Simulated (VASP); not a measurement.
AlN: single point with PBEsol

The system is AlN.

```xyz
4
Lattice="3.2420 0.0000 0.0000 -1.6210 2.8077 0.0000 0.0000 0.0000 3.9330" Properties=species:S:1:pos:R:3 pbc="T T T"
Al    0.0000    1.8718    2.9497
Al    1.6210    0.9359    0.9832
N     0.0000    1.8718    0.9832
N     1.6210    0.9359    2.9497
```

```json
{
  "Program": "VASP 6.6.1",
  "Task": "single point",
  "Functional": "PBEsol",
  "Potentials or basis": "VASP PAW PBE potentials, release 64 (Al, N)",
  "Cutoff": "520 eV",
  "k mesh": "9 × 9 × 6",
  "Occupations": "gaussian, width 0.05 eV",
  "Spin": "no spin polarisation",
  "Dipole correction": "no",
  "Further INCAR settings": "ALGO = Normal; EDIFF = 1e-07; NBANDS = 16"
}
```

```
Pressure               : 22.1 GPa
Band gap on the k mesh : 4.02 eV
```

Stress tensor (GPa, compression positive):
```
19.38  0.00  0.00
 0.00 19.38  0.00
 0.00  0.00 27.54
```

Levels at points of the mesh, in eV from the valence-band top:
```csv
k point,band 6,band 7,band 8,band 9,band 10,band 11
"(0.00, 0.00, 0.00)",-1.59,-1.59,0.00,4.02,5.23,8.65
"(0.00, 0.00, 0.50)",-2.64,-2.64,-2.64,6.30,6.30,8.68
```

It took 18 s on 1 thread of Intel(R) Xeon(R) Platinum 8259CL CPU @ 2.50GHz (Skylake/Cascade Lake) (shared host), peak memory 0.15 GiB.

Caveat: the cell stands under pressure; the PAW data sets were made with another functional, which shifts forces and pressure a little; an odd mesh through Γ misses points on the zone boundary, where band edges can lie.
